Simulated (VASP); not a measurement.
# Hg (Fm-3m) in VASP: further runs

The runs below take Hg through single point, with PBE, revPBE.

All numbers are computed with VASP 6.6.1; they aren't measurements. Logs are shortened: lines on timing, memory, paths and dates and some standing lists are left out, and cuts for length are marked.

## (1) The cell of the first run

The structure is cubic, space group Fm-3m (No. 225). Conventional cell: a = 4.784 Å, b = 4.784 Å, c = 4.784 Å, α = 90.00°, β = 90.00°, γ = 90.00°. Hg (site symmetry m-3m) has 12 Hg at 3.38 Å within 4.4 Å.

## (2) Single point, PBE

INCAR reads:

```
SYSTEM = Hg
PREC = Accurate
ENCUT = 520
EDIFF = 1E-6
ISMEAR = -1
SIGMA = 0.014
LREAL = .False.
LASPH = .True.
NELM = 100
ALGO = Normal
ISIF = 2
LWAVE = .False.
LCHARG = .False.
GGA = PE
NBANDS = 12
```

KPOINTS reads:

```
Automatic mesh
0
Gamma
  8 8 8
  0 0 0
```

POSCAR reads:

```
Hg
1.0
    0.0000000000      2.3919113801      2.3919113801
    2.3919113801      0.0000000000      2.3919113801
    2.3919113801      2.3919113801      0.0000000000
Hg
1
Direct
    0.0000000000      0.0000000000      0.0000000000
```

Potentials or basis: VASP PAW PBE potentials, release 64 (Hg).

Launch:

```sh
> cat potpaw_PBE.64/Hg/POTCAR > POTCAR
> mpirun -np 1 vasp_std > vasp.out
```

OUTCAR:

```text
SYSTEM = Hg
   PREC = Accurate
   ENCUT = 520
   EDIFF = 1E-6
   ISMEAR = -1
   LREAL = .False.
   LASPH = .True.
   NELM = 100
   ISIF = 2
   GGA = PE

 ion  position               nearest neighbor table
   1  0.000  0.000  0.000-

  LATTYP: Found a face centered cubic cell.
 ALAT       =     4.7838227602

  Lattice vectors:

 A1 = (   0.0000000000,   2.3919113801,   2.3919113801)
 A2 = (   2.3919113801,   0.0000000000,   2.3919113801)
 A3 = (   2.3919113801,   2.3919113801,   0.0000000000)

Analysis of symmetry for initial positions (statically):
=====================================================================
 Subroutine PRICEL returns:
 Original cell was already a primitive cell.

 Routine SETGRP: Setting up the symmetry group for a
 face centered cubic supercell.

 Subroutine GETGRP returns: Found 48 space group operations
 (whereof 48 operations were pure point group operations)
 out of a pool of 48 trial point group operations.

The static configuration has the point symmetry O_h .

Analysis of symmetry for dynamics (positions and initial velocities):
=====================================================================
 Subroutine PRICEL returns:
 Original cell was already a primitive cell.

 Routine SETGRP: Setting up the symmetry group for a
 face centered cubic supercell.

 Subroutine GETGRP returns: Found 48 space group operations
 (whereof 48 operations were pure point group operations)
 out of a pool of 48 trial point group operations.

The dynamic configuration has the point symmetry O_h .

 Subroutine INISYM returns: Found 48 space group operations
 (whereof 48 operations are pure point group operations),
 and found     1 'primitive' translations

----------------------------------------------------------------------------------------

                                     Primitive cell

  volume of cell :      27.3694

  direct lattice vectors                    reciprocal lattice vectors
     0.000000000  2.391911380  2.391911380    -0.209037845  0.209037845  0.209037845
     2.391911380  0.000000000  2.391911380     0.209037845 -0.209037845  0.209037845
     2.391911380  2.391911380  0.000000000     0.209037845  0.209037845 -0.209037845

  length of vectors
     3.382673514  3.382673514  3.382673514     0.362064168  0.362064168  0.362064168

  position of ions in fractional coordinates (direct lattice)
     0.000000000  0.000000000  0.000000000

  ion indices of the primitive-cell ions
   primitive index   ion index
                 1           1

----------------------------------------------------------------------------------------

 KPOINTS: Automatic mesh

Automatic generation of k-mesh.
 Grid dimensions read from file:
 generate k-points for:    8    8    8

 Generating k-lattice:

  Cartesian coordinates                     Fractional coordinates (reciprocal lattice)
    -0.026129731  0.026129731  0.026129731     0.125000000  0.000000000  0.000000000
     0.026129731 -0.026129731  0.026129731     0.000000000  0.125000000  0.000000000
     0.026129731  0.026129731 -0.026129731     0.000000000  0.000000000  0.125000000

  Length of vectors
     0.045258021  0.045258021  0.045258021

  Shift w.r.t. Gamma in fractional coordinates (k-lattice)
     0.000000000  0.000000000  0.000000000

 Subroutine IBZKPT returns following result:
 ===========================================

 Found     29 irreducible k-points:

 Following reciprocal coordinates:
            Coordinates               Weight
  0.000000  0.000000  0.000000      1.000000
  0.125000  0.000000  0.000000      8.000000
  0.250000  0.000000  0.000000      8.000000
  0.375000  0.000000  0.000000      8.000000
  0.500000  0.000000  0.000000      4.000000
  0.125000  0.125000  0.000000      6.000000
[... 16 lines left out ...]
  0.500000  0.250000  0.125000     48.000000
 -0.375000  0.250000  0.125000     24.000000
 [... further k-points ...]
   k-points           NKPTS =     29   k-points in BZ     NKDIM =     29   number of bands    NBANDS=     12
   number of dos      NEDOS =    301   number of ions     NIONS =      1
   total plane-waves  NPLWV =  21952
   dimension x,y,z NGX =    28 NGY =   28 NGZ =   28
   dimension x,y,z NGXF=    56 NGYF=   56 NGZF=   56
   ions per type =               1
   NGX,Y,Z   is equivalent  to a cutoff of  13.76, 13.76, 13.76 a.u.
   NGXF,Y,Z  is equivalent  to a cutoff of  27.52, 27.52, 27.52 a.u.
 SYSTEM =  Hg
   PREC   = accura    normal or accurate (medium, high low for compatibility)
   ISTART =      0    job   : 0-new  1-cont  2-samecut
   ICHARG =      2    charge: 1-file 2-atom 10-const
   ISPIN  =      1    spin polarized calculation?
   LNONCOLLINEAR =      F non collinear calculations
   LSORBIT =      F    spin-orbit coupling
   LASPH  =      T    aspherical Exc in radial PAW
   ENCUT  =  520.0 eV  38.22 Ry    6.18 a.u.   6.29  6.29  6.29*2*pi/ulx,y,z
   NELM   =    100;   NELMIN=  2; NELMDL= -5     # of ELM steps
   EDIFF  = 0.1E-05   stopping-criterion for ELM
   LREAL  =      F    real-space projection
   EDIFFG = 0.1E-04   stopping-criterion for IOM
   NSW    =      0    number of steps for IOM
   IBRION =     -1    ionic relax: 0-MD 1-quasi-New 2-CG
   NFREE  =      0    steps in history (QN), initial steepest desc. (CG)
   ISIF   =      2    stress and relaxation
   ISYM   =      2    0-nonsym 1-usesym 2-fastsym
   POTIM  = 0.5000    time-step for ionic-motion
   TEBEG  =    0.0;   TEEND  =   0.0 temperature during run
   PSTRESS=    0.0 pullay stress
   NELECT =      12.0000    total number of electrons
   NUPDOWN=      -1.0000    fix difference up-down
   EMIN   =  10.00;   EMAX   =-10.00  energy-range for DOS
   EFERMI =   0.00;   METHOD = LEGACY
   ISMEAR =    -1;   SIGMA  =   0.01  broadening in eV -4-tet -1-fermi 0-gaus
   EFERMI_NEDOS =   21; number of points for ismear=-14 and -15
   IALGO  =     38    algorithm
   IMIX   =      4    mixing-type and parameters
     AMIX     =   0.40;   BMIX     =  1.00
     AMIX_MAG =   1.60;   BMIX_MAG =  1.00
  volume/ion in A,a.u.               =      27.37       184.70
  Fermi-wavevector in a.u.,A,eV,Ry     =   1.243694  2.350241 21.045144  1.546774
  Thomas-Fermi vector in A             =   2.377993
   LORBIT       =      0    0 simple, 1 ext, 2 COOP (PROOUT), +10 PAW based schemes
   GGA     = PE    functional components
   LHFCALC =     F    Hartree Fock is set to
   AEXX    =    0.0000 exact exchange contribution
   IVDW    =     0    specifies the selected vdW correction
   LEPSILON=     F    determine dielectric tensor
   LRPA    =     F    only Hartree local field effects (RPA)
 non-spin polarized calculation
  energy-cutoff  :      520.00
  volume of cell :       27.37
 maximum number of plane-waves:       754
 NGX is ok and might be reduce to    28
   NGX = 13   NGY = 13   NGZ = 13

 number of electron      11.9999999 magnetization

 Free energy of the ion-electron system (eV)
  ---------------------------------------------------
  ext. energy  EPLUGINS =         0.00000000
  ---------------------------------------------------
  free energy    TOTEN  =        -0.15240792 eV

  energy without entropy =       -0.15198671  energy(sigma->0) =       -0.15219731

 E-fermi :   1.5640     XC(G=0): -10.0411

 val. band max:        1.5408236487   @ k =  -0.3750   0.5000   0.1250
 cond. band min:       1.5732093310   @ k =   0.5000   0.5000   0.0000
 fundamental gap:      0.0323856824
 Fermi energy:         1.5639755168

 k-point     1 :       0.0000    0.0000    0.0000
  band No.  band energies     occupation
      1      -6.2401      2.00000
      2      -4.8965      2.00000
      3      -4.8965      2.00000
      4      -4.8965      2.00000
      5      -4.4298      2.00000
      6      -4.4298      2.00000
      7      14.9237      0.00000
      8      15.0952      0.00000
      9      15.0952      0.00000
     10      15.0952      0.00000
     11      19.0189      0.00000
     12      19.9352      0.00000

 k-point     2 :       0.1250    0.0000    0.0000
  band No.  band energies     occupation
      1      -5.9055      2.00000
      2      -4.9061      2.00000
      3      -4.8376      2.00000
      4      -4.8376      2.00000
      5      -4.4386      2.00000
      6      -4.4386      2.00000
      7      11.9229      0.00000
      8      14.7981      0.00000
      9      14.7981      0.00000
     10      15.0249      0.00000
     11      18.9136      0.00000
     12      20.1530      0.00000

 k-point     3 :       0.2500    0.0000    0.0000
  band No.  band energies     occupation
      1      -5.4599      2.00000
      2      -4.7958      2.00000
      3      -4.7958      2.00000
      4      -4.3475      2.00000
      5      -4.3475      2.00000
      6      -4.3353      2.00000
      7       7.5985      0.00000
      8      14.0598      0.00000
      9      14.0598      0.00000
     10      14.9214      0.00000
     11      18.0491      0.00000
     12      19.1196      0.00000
[... 286 lines left out ...]
 k-point    23 :       0.5000    0.2500    0.1250
  band No.  band energies     occupation
      1      -5.1916      2.00000
      2      -4.9586      2.00000
      3      -4.7258      2.00000
      4      -4.4644      2.00000
      5      -4.1418      2.00000
      6      -1.5249      2.00000
      7       4.4767      0.00000
      8       8.2718      0.00000
      9      10.6538      0.00000
     10      15.2347      0.00000
     11      18.1545      0.00000
     12      19.6443      0.00000

 k-point    24 :      -0.3750    0.2500    0.1250
  band No.  band energies     occupation
      1      -5.2202      2.00000
      2      -5.0245      2.00000
      3      -4.5802      2.00000
      4      -4.5066      2.00000
      5      -4.0609      2.00000
      6       0.2307      2.00000
      7       2.0938      0.00000
      8       8.2784      0.00000
      9       9.8818      0.00000
     10      15.0390      0.00000
     11      18.2771      0.00000
     12      22.3306      0.00000

 [... further k-points ...]

------------------------ aborting loop because EDIFF is reached ----------------------------------------

  FORCE on cell =-STRESS in cart. coord.  units (eV):
  Direction    XX          YY          ZZ          XY          YZ          ZX
  --------------------------------------------------------------------------------------
  -------------------------------------------------------------------------------------
  Total        0.3290078      0.3290078      0.3290078     -0.0000000      0.0000000      0.0000000
  in kB       19.2597891     19.2597891     19.2597891     -0.0000000      0.0000000      0.0000000
  external PRESSURE =      19.2597891 kB  Pullay stress =       0.0000000 kB

 VOLUME and BASIS-vectors are now :
 -----------------------------------------------------------------------------
  energy-cutoff  :      520.00
  volume of cell :       27.37
      direct lattice vectors                 reciprocal lattice vectors
     0.000000000  2.391911380  2.391911380    -0.209037845  0.209037845  0.209037845
     2.391911380  0.000000000  2.391911380     0.209037845 -0.209037845  0.209037845
     2.391911380  2.391911380  0.000000000     0.209037845  0.209037845 -0.209037845

 POSITION                                       TOTAL-FORCE (eV/Angst)
 -----------------------------------------------------------------------------------
      0.00000      0.00000      0.00000         0.000000     -0.000000      0.000000
 -----------------------------------------------------------------------------------
    total drift:                               -0.000000     -0.000000     -0.000000

  FREE ENERGIE OF THE ION-ELECTRON SYSTEM (eV)
  ---------------------------------------------------
  free  energy   TOTEN  =        -0.1524079165 eV

  energy  without entropy=       -0.1519867074  energy(sigma->0) =       -0.15219731
```

It took 7.3 s on 1 thread of Intel Xeon Platinum 8488C (Sapphire Rapids), shared host; peak memory 0.15 GiB.

Results:

- Free energy: -0.1524 eV
- Pressure: 1.9 GPa
- Band gap on the k mesh: zero (band 6 reaches 1.57 eV, above the bottom of band 7 at 0.69 eV)

Caveat: spin-orbit coupling is left out, which moves the levels of the heavy elements.

## (3) Single point, revPBE

INCAR reads:

```
SYSTEM = Hg
PREC = Accurate ; ENCUT = 520
EDIFF = 1E-7 ; ISMEAR = 0
SIGMA = 0.1 ; LREAL = .FALSE.
LASPH = .TRUE. ; NELM = 80
ALGO = Normal ; ISIF = 2
LWAVE = .FALSE. ; LCHARG = .FALSE.
GGA = RE ; NBANDS = 12
```

KPOINTS reads:

```
Automatic mesh
0
G
  8 8 8
  0 0 0
```

POSCAR is that of step 2.

Potentials or basis: VASP PAW PBE potentials, release 64 (Hg).

Launch:

```sh
> cat potpaw_PBE.64/Hg/POTCAR > POTCAR
> mpirun -np 1 vasp_std > vasp.out
```

Run time: 6.7 s. Hardware: 1 thread of Intel Xeon Platinum 8488C (Sapphire Rapids), shared host; peak memory 0.15 GiB.

It converged, with:

* Free energy: 0.1952 eV
* Pressure: 3.7 GPa
* Band gap on the k mesh: zero (band 6 reaches 1.69 eV, above the bottom of band 7 at 0.83 eV)

Levels at points of the mesh, in eV from the Fermi level:
```csv
k point,band 2,band 3,band 4,band 5,band 6,band 7,band 8,band 9,band 10,band 11
"(0.00, 0.00, 0.00)",-6.53,-6.53,-6.53,-6.07,-6.07,13.33,13.52,13.52,13.52,17.45
"(0.50, 0.00, 0.00)",-6.53,-6.53,-5.67,-5.67,-1.81,-0.89,11.35,11.35,12.64,16.19
"(0.50, 0.50, 0.00)",-7.15,-5.70,-5.57,-5.57,-0.03,0.33,6.67,6.67,10.52,12.07
```

Caveat: the PAW data sets were made with another functional, which shifts forces and pressure a little; spin-orbit coupling is left out, which moves the levels of the heavy elements.

## (4) Single point, PBE, non-collinear spin, zero start, spin-orbit coupling

This run uses another cell than the first one, of 33.94 Å³/atom, 1.240 times its volume.

INCAR reads:

```
SYSTEM = Hg
PREC = Accurate ; ENCUT = 520
EDIFF = 1E-6 ; ISMEAR = 0
SIGMA = 0.52 ; LREAL = .FALSE.
LASPH = .TRUE. ; NELM = 150
ALGO = Normal ; ISIF = 2
LWAVE = .FALSE. ; LCHARG = .FALSE.
MAGMOM = 0 0 0 ; LORBIT = 11
LSORBIT = .TRUE. ; GGA_COMPAT = .FALSE.
LORBMOM = .TRUE. ; GGA = PE
NBANDS = 23 ; ISYM = -1
```

KPOINTS reads:

```
regular mesh
0
G
  1 2 4
  0 0 0
```

POSCAR reads:

```
Hg
1.0
    0.0000000000      2.5697190662      2.5697190662
    2.5697190662      0.0000000000      2.5697190662
    2.5697190662      2.5697190662      0.0000000000
Hg
1
Direct
    0.0000000000      0.0000000000      0.0000000000
```

Launch:

```sh
> cat potpaw_PBE.64/Hg/POTCAR > POTCAR
> mpirun -np 1 vasp_ncl > vasp.out
```

It took 13 s on 1 thread of Intel Xeon Platinum 8488C (Sapphire Rapids), shared host; peak memory 0.23 GiB.

The run converged. Its results:

- Free energy: -1.3434 eV
- Pressure: -4.7 GPa
- Net moment: 0.00 μB per cell
- Valence electrons inside the program's atomic spheres: Hg 10.41

Stress tensor (GPa, compression positive):
```
 11.11  -5.42   5.42
 -5.42 -12.56 -17.28
  5.42 -17.28 -12.56
```

Moments on the atoms (μB; x, y, z):
```
Hg  0.00 0.00 0.00
```

Caveat: the k points lie up to 2.12 Å⁻¹ apart.

## (5) Overview

| level | spin | cell | k mesh | smearing | gap on the mesh (eV) | pressure (GPa) |
| --- | --- | --- | --- | --- | --- | --- |
| PBE | off | a = 3.383 Å, angles 60.0°, 1 atom | 8 × 8 × 8 | fermi-dirac 0.014 eV | none | 1.9 |
| revPBE | off | a = 3.383 Å, angles 60.0°, 1 atom | 8 × 8 × 8 | gaussian 0.1 eV | none | 3.7 |
| PBE | non-collinear, zero start, SOC | a = 3.634 Å, angles 60.0°, 1 atom | 1 × 2 × 4 | gaussian 0.52 eV | - | -4.7 |

Alike in all rows: task single point; potentials or basis VASP PAW PBE potentials, release 64 (Hg); cutoff (eV) 520.

Caveats: some runs use coarse meshes; spin-orbit coupling is left out, which moves the levels of the heavy elements (some runs); the PAW data sets were made with another functional, which shifts forces and pressure a little (some runs).

Absolute energies hang on the potentials; compare differences alone.
